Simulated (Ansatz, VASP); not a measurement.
**One calculation of Si2C, two programs**

```xyz
3
Lattice="2.9621 0.0000 0.0000 -1.4811 2.5653 0.0000 0.0000 0.0000 4.2624" Properties=species:S:1:pos:R:3 pbc="T T T"
Si    1.4811    0.8551    3.3024
Si    0.0000    1.7102    0.9601
C     0.0000    0.0000    2.1312
```

Alike in both runs: functional PBE; k mesh 18 × 18 × 12; occupations gaussian, width 0.1 eV; no spin polarisation.

Ansatz relaxed the structure, and its values are those at the end. VASP's run is a single point on that final structure, the one shown.

|  | VASP | Ansatz |
| --- | --- | --- |
| version | VASP 6.6.1 | Ansatz 0.2.0 |
| potentials or method | VASP PAW PBE potentials, release 64 (Si, C), cutoff 520 eV | scalar-relativistic, plane waves, PAW |
| valence electrons in the cell | 12 | 12 |

|  | VASP | Ansatz | Ansatz less VASP |
| --- | --- | --- | --- |
| gap on the k mesh at the Fermi level (eV) | none | none | - |
| pressure (GPa) | 0.0 | 0.0 | -0.04 |

A gap of «none» marks a metal or a gap that the smearing closes. With one functional, cell and mesh, what is left measures potentials, basis and numerics.
